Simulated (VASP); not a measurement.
Write the native input for VASP 6.6.1 that does the following.

```
Task                   : single point
Functional             : b88 exchange, pbe correlation
Potentials or basis    : VASP PAW PBE potentials, release 64 (W_sv, C)
Cutoff                 : 600 eV
k mesh                 : 10 × 10 × 9
Occupations            : fermi-dirac, width 0.05 eV
Spin                   : no spin polarisation
Dipole correction      : no
Further INCAR settings : ALGO = Normal; EDIFF = 1e-06; NBANDS = 16
```

The structure of WC lies in POSCAR:

```
WC
1.0
    2.9635046684      0.0000000000      0.0000000000
   -1.4817523342      2.5664703270      0.0000000000
    0.0000000000      0.0000000000      2.8922337321
W C
1 1
Direct
    0.0000000000      0.0000000000      0.0000000000
    0.6666666667      0.3333333333      0.5000000000
```

One way to write it, as run:

INCAR

```
SYSTEM = WC
  PREC = Accurate
  ENCUT = 600
  EDIFF = 1E-6
  ISMEAR = -1
  SIGMA = 0.05
  LREAL = .False.
  LASPH = .True.
  NELM = 120
  ALGO = Normal
  ISIF = 2
  LWAVE = .False.
  LCHARG = .True.
  GGA = LIBXC
  LIBXC1 = GGA_X_B88
  LIBXC2 = GGA_C_PBE
  LELF = .True.
  LVHAR = .True.
  NBANDS = 16
  GGA_COMPAT = .False.
```

KPOINTS

```
regular mesh
0
Gamma
  10 10 9
  0 0 0
```

Potentials or basis: VASP PAW PBE potentials, release 64 (W_sv, C).

The run is started by

```bash
$ cat potpaw_PBE.64/W_sv/POTCAR potpaw_PBE.64/C/POTCAR > POTCAR
$ mpirun -np 1 vasp_std > vasp.out
```

It gave:

```json
{"Pressure": "-14.6 GPa", "Band gap on the k mesh": "zero (bands 9 and 10 overlap by 1.11 eV)"}
```

Caveat: the cell stands under tension; the PAW data sets were made with another functional, which shifts forces and pressure a little; spin-orbit coupling is left out, which moves the levels of the heavy elements.

Wall time 27 s on 1 thread of AMD EPYC 9R14 (Zen 4), with other jobs on the host, peak memory 0.13 GiB.
